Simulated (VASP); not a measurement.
Write the native input for VASP 6.6.1 that does the following.

```yaml
Task: single point
Functional: HSE06
Potentials_or_basis: VASP PAW PBE potentials, release 64 (P, Ga_d, As)
Cutoff: 520 eV
k_mesh: 4 × 4 × 4
Occupations: gaussian, width 0.01 eV
Spin: no spin polarisation
Dipole_correction: no
Grid_for_exact_exchange_PRECFOCK: Normal
Further_INCAR_settings: ALGO = Normal; EDIFF = 1e-07; NBANDS = 26
Share_of_exact_exchange: 0.25
Screening_parameter: 0.2079 1/Å
```

Crystal: Ga2AsP.

```
P Ga As
1.0
     3.72729    0.00000    0.00000
     0.00000    3.72729    0.00000
     0.00000    0.00000    5.79180
P Ga As
1 2 1
Direct
  0.00000 0.00000 0.00000
  0.00000 0.50000 0.75853
  0.50000 0.00000 0.24147
  0.50000 0.50000 0.50000
```

This cell differs from its parent crystal: epitaxial xy strain -5.2%.

The input as run:

POSCAR

```
Ga2AsP
1.0
    3.7272920778      0.0000000000      0.0000000000
    0.0000000000      3.7272920778      0.0000000000
    0.0000000000      0.0000000000      5.7917950785
P Ga As
1 2 1
Direct
    0.0000000000      0.0000000000      0.0000000000
    0.0000000000      0.5000000000      0.7585251816
    0.5000000000      0.0000000000      0.2414748184
    0.5000000000      0.5000000000      0.5000000000
```

INCAR.step1

```
ALGO = Normal
EDIFF = 1E-5
ENCUT = 520
GGA = PE
ISIF = 2
ISMEAR = 0
LASPH = T
LCHARG = F
LREAL = F
LWAVE = T
NBANDS = 26
NELM = 100
PREC = Accurate
SIGMA = 0.01
```

INCAR.step2

```
ALGO = Normal
EDIFF = 1E-7
ENCUT = 520
GGA = PE
HFSCREEN = 0.2079
ISIF = 2
ISMEAR = 0
ISTART = 1
LASPH = T
LCHARG = F
LHFCALC = T
LREAL = F
LWAVE = F
NBANDS = 26
NELM = 100
PREC = Accurate
PRECFOCK = Normal
SIGMA = 0.01
```

KPOINTS

```
k-points
0
Gamma
  4 4 4
```

Potentials or basis: VASP PAW PBE potentials, release 64 (P, Ga_d, As).

Launch:

```bash
$ cat potpaw_PBE.64/P/POTCAR potpaw_PBE.64/Ga_d/POTCAR potpaw_PBE.64/As/POTCAR > POTCAR
$ cp INCAR.step1 INCAR
$ mpirun -np 1 vasp_std > vasp.out
$ cp INCAR.step2 INCAR
$ mpirun -np 1 vasp_std > vasp.out
```

Results of the run:

```json
{"Pressure": "6.5 GPa", "Largest force": "0.006 eV/Å", "Band gap on the k mesh": "1.31 eV (least direct gap 2.19 eV)"}
```

Caveat: the k points lie up to 0.42 Å⁻¹ apart; the cell differs from its parent crystal (epitaxial xy strain -5.2%); the PAW data sets were made with another functional, which shifts forces and pressure a little.

Run time: 63 min on 1 thread of AMD EPYC 9R45 96-Core Processor (Zen 5) (shared host), peak memory 0.32 GiB.
